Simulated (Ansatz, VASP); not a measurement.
## Two plane-wave programs on Ga3AsP2

```
Ga P As
1.0
     3.93667   -0.00070   -0.00005
    -1.96893    3.41072    0.00007
    -0.00028    0.00032   19.46004
Ga P As
6 4 2
Direct
  0.33272 0.66616 0.33000
  0.33308 0.66649 0.66662
  0.33307 0.66651 0.00342
  0.66696 0.33346 0.16665
  0.66696 0.33357 0.50343
  0.66722 0.33379 0.82997
  0.33371 0.66686 0.12630
  0.33394 0.66717 0.78989
  0.66598 0.33280 0.28991
  0.66631 0.33310 0.62632
  0.33371 0.66696 0.45777
  0.66634 0.33312 0.95773
```

Change from the starting cell: cell x1, atoms moved at random (sigma 0.05 Å) and cell strained at random (1.5 %), then relaxed without symmetry.

Alike in both runs: functional PBE; k mesh 6 × 6 × 1; occupations gaussian, width 0.1 eV; no spin polarisation.

Ansatz relaxed the structure, and its values are those at the end. VASP's run is a single point on that final structure, the one shown.

|  | VASP | Ansatz |
| --- | --- | --- |
| version | VASP 6.6.1 | Ansatz 0.2.0 |
| potentials or method | VASP PAW PBE potentials, release 64 (Ga_d, P, As), cutoff 520 eV | scalar-relativistic, plane waves, PAW |
| valence electrons in the cell | 108 | 128 |

```csv
,VASP,Ansatz,Ansatz less VASP
gap on the k mesh at the Fermi level (eV),0.88,0.89,+0.005
least direct gap on the mesh (eV),0.88,0.89,+0.005
pressure (GPa),0.1,0.0,-0.06
rms of the force components (eV/Å),0.005,0.002,-0.0026
```

VASP's potentials hold 108 valence electrons a cell and Ansatz's 128, so a difference there can come from the potentials and not from the codes.
